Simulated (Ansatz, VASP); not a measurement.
**One calculation of Gd, two programs**

INCAR

```
SYSTEM = Gd
PREC = Accurate
ENCUT = 520
EDIFF = 1E-6
ISMEAR = -1
SIGMA = 0.05
LREAL = .False.
LASPH = .True.
NELM = 150
ALGO = Normal
ISIF = 2
LWAVE = .False.
LCHARG = .True.
ISPIN = 2
MAGMOM = 7.287 -7.287
LORBIT = 11
LMAXMIX = 6
GGA = RP
LELF = .True.
LVHAR = .True.
NBANDS = 29
```

KPOINTS

```
regular mesh
0
Gamma
  13 13 7
  0 0 0
```

The input POSCAR:

```
Gd
1.0
    3.7285588906      0.0000000000      0.0000000000
   -1.8642794453      3.2290267187      0.0000000000
    0.0000000000      0.0000000000      6.0039191025
Gd
2
Direct
    0.3333333333      0.6666666667      0.2500000000
    0.6666666667      0.3333333333      0.7500000000
```

Input for Ansatz:

```yaml
crystal:
  lattice:
    - [3.7285588906, 0.0, 0.0]
    - [-1.8642794453, 3.2290267187, 0.0]
    - [0.0, 0.0, 6.0039191025]
  atoms:
    - { symbol: Gd, position: [0.3333333333, 0.6666666667, 0.25], spin: 7.287 }
    - { symbol: Gd, position: [0.6666666667, 0.3333333333, 0.75], spin: -7.287 }
hamiltonian:
  xc: rpbe
  pseudopotentials:
    kind: paw
    azcp:
      Gd: "pseudopotentials/Gd.paw.azcp"
basis:
  ecutwfc: 420
  fft_grid_basis: typed
kpoints:
  mp_grid: { grid: [13, 13, 7], shift: [0, 0, 0] }
magnetization:
  spin_polarized: true
scf:
  occupations: { method: fermi_dirac, width: 0.05 }
output:
  stress: true
```

Alike in both runs: task single point; functional RPBE; k mesh 13 × 13 × 7; occupations fermi-dirac, width 0.05 eV; collinear spin.

```csv
,VASP,Ansatz
version,VASP 6.6.1,Ansatz 0.2.0
potentials or method,"VASP PAW PBE potentials, release 64 (Gd), cutoff 520 eV","plane waves (420 eV) with PAW, scalar-relativistic"
valence electrons in the cell,36,36
```

|  | VASP | Ansatz | Ansatz less VASP |
| --- | --- | --- | --- |
| pressure (GPa) | -1.5 | -1.1 | +0.37 |
| traceless stress, the component that is largest in VASP (GPa) | 0.04 | 0.07 | +0.038 |
| net moment per atom (μB) | 0.00 | 0.00 | 0.000 |
| size of the moment on the site where the two differ most (μB) | 6.94 | 7.29 | +0.352 |

VASP's potentials were made for PBE, not for RPBE. Site moments also hang on the region over which each program counts them.

Spin-orbit coupling is off throughout.
